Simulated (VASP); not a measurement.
Crystal: B2P5.

```
B P
1.0
     3.25000    0.00000    0.00000
    -1.62500    2.81458    0.00000
     0.00000    0.00000   23.40000
B P
4 10
Cartesian
  0.0000 0.0000 4.3524
  0.0000 1.8764 9.5004
  0.0000 0.0000 19.0476
  1.6250 0.9382 13.8996
  0.0000 0.0000 6.3180
  1.6250 0.9382 3.6972
  1.6250 0.9382 10.1322
  0.0000 1.8764 7.5114
  0.0000 0.0000 17.0820
  0.0000 1.8764 19.7028
  0.0000 1.8764 13.2678
  1.6250 0.9382 15.8886
  0.0000 1.8764 0.6084
  1.6250 0.9382 22.7916
```

| Quantity | Value |
| --- | --- |
| Program | VASP 6.6.1 |
| Task | relaxation of cell and atoms |
| Functional | PBE |
| Potentials or basis | VASP PAW PBE potentials, release 64 (B, P) |
| Cutoff | 600 eV |
| k mesh | 6 × 6 × 1 |
| Occupations | gaussian, width 0.2 eV |
| Spin | no spin polarisation |

At the start: pressure 0.6 GPa; volume 15.29 Å³/atom.

Where does the relaxation end?

Over 6 steps the energy falls by 12.9 meV/atom and the volume is 15.30 Å³/atom (+0.1 %); space group P-3m1 (No. 164, to 0.1 Å) before and after.

The path:
```tsv
step	energy change (eV)	largest force (eV/Å)	pressure (GPa)	volume (Å³)
1	0.0000	0.6098	0.59	214.05
2	-0.1639	0.1864	-0.51	215.76
3	-0.1711	0.1328	-0.77	216.18
4	-0.1785	0.1584	0.30	213.89
5	-0.1793	0.1057	0.04	214.43
6	-0.1808	0.0388	-0.01	214.27
```

Final structure:
```
CELL_PARAMETERS angstrom
3.29222 0.00000 0.00000
-1.64611 2.85114 0.00000
0.00000 0.00000 22.82705
ATOMIC_POSITIONS crystal
B 0.00000 0.00000 0.18501
B 0.33333 0.66667 0.40638
B 0.00000 0.00000 0.81499
B 0.66667 0.33333 0.59362
P 0.00000 0.00000 0.27139
P 0.66667 0.33333 0.15962
P 0.66667 0.33333 0.43144
P 0.33333 0.66667 0.32004
P 0.00000 0.00000 0.72861
P 0.33333 0.66667 0.84038
P 0.33333 0.66667 0.56856
P 0.66667 0.33333 0.67996
P 0.33333 0.66667 0.02684
P 0.66667 0.33333 0.97316
```

Caveat: the k points lie up to 0.37 Å⁻¹ apart in the final cell, too coarse for converged energies and pressures of a metal; this functional lacks dispersion, which binds the layers, so the pressure and a relaxed spacing across them are unreliable; the relaxation stopped at a loose force limit of 0.08 eV/Å, so its end isn't a converged minimum.
